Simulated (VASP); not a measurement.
Set up this calculation in VASP 6.6.1, as the native input.

| Property | Result |
| --- | --- |
| Task | relaxation of volume and atoms at fixed shape |
| Functional | PBEsol |
| Potentials or basis | VASP PAW PBE potentials, release 64 (Ga_d) |
| Cutoff | 600 eV |
| k mesh | 6 × 6 × 5 |
| Occupations | fermi-dirac, width 0.05 eV |
| Spin | no spin polarisation |
| Dipole correction | no |
| Further INCAR settings | ALGO = Normal; EDIFF = 1e-06; IBRION = 2; EDIFFG = -0.02; NSW = 80; ISIF = 8 |

The structure of Ga lies in POSCAR:

```
Ga
1.0
    2.2615000000     -3.8305000000      0.0000000000
    2.2615000000      3.8305000000      0.0000000000
    0.0000000000      0.0000000000      4.5240000000
Ga
4
Direct
    0.8451000000      0.1549000000      0.0810000000
    0.6549000000      0.3451000000      0.5810000000
    0.1549000000      0.8451000000      0.9190000000
    0.3451000000      0.6549000000      0.4190000000
```

One way to write it, as run:

INCAR

```
SYSTEM = Ga
PREC = Accurate ; ENCUT = 600
EDIFF = 1E-6 ; ISMEAR = -1
SIGMA = 0.05 ; LREAL = .False.
LASPH = .True. ; NELM = 100
ALGO = Normal ; ISIF = 8
LWAVE = .False. ; LCHARG = .False.
GGA = PS ; IBRION = 2
NSW = 80 ; EDIFFG = -0.02
```

KPOINTS

```
regular mesh
0
Gamma
  6 6 5
  0 0 0
```

Potentials or basis: VASP PAW PBE potentials, release 64 (Ga_d).

Command:

```sh
$ cat potpaw_PBE.64/Ga_d/POTCAR > POTCAR
$ mpirun -np 1 vasp_std > vasp.out
```

It gave:

```yaml
Relaxed_volume: 19.04 Å³/atom
Relaxed_cell: a = 4.406 Å, b = 4.406 Å, c = 4.481 Å, α = 90.00°, β = 90.00°, γ = 118.89°
Space_group_after_relaxing_to_0.05_Å: Cmce (No. 64)
Energy_gained_by_relaxing: 2.9 meV/atom
Ionic_steps: 5
Pressure_after_relaxing: 0.1 GPa
Largest_force_after_relaxing: 0.014 eV/Å
Band_gap_on_the_k_mesh: zero (band 26 reaches 5.28 eV, above the bottom of band 27 at 4.67 eV)
```

Caveat: the PAW data sets were made with another functional, which shifts forces and pressure a little.

Wall time 120 s on 1 thread of Intel(R) Xeon(R) 6975P-C (Granite Rapids), on a shared host, peak memory 0.25 GiB.
